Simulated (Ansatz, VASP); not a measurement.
One calculation of Ti, two programs

```xyz
1
Lattice="0.0000 2.0266 2.0266 2.0266 0.0000 2.0266 2.0266 2.0266 0.0000" Properties=species:S:1:pos:R:3 pbc="T T T"
Ti    0.0000    0.0000    0.0000
```

Alike in both runs: task single point; functional LDA; k mesh 8 × 8 × 8; occupations fermi-dirac, width 0.2 eV; no spin polarisation.

```csv
,VASP,Ansatz
version,VASP 6.6.1,Ansatz 0.2.0
potentials or method,"VASP PAW LDA potentials, release 64 (Ti_sv), cutoff 500 eV","plane waves, PAW"
valence electrons in the cell,12,12
```

```tsv
	VASP	Ansatz	Ansatz less VASP
pressure (GPa)	-3.4	-3.2	+0.17
```

LDA's correlation is that of Perdew and Zunger in VASP and of Perdew and Wang (1992) in Ansatz. Ansatz's warnings: stress scf threshold loose.
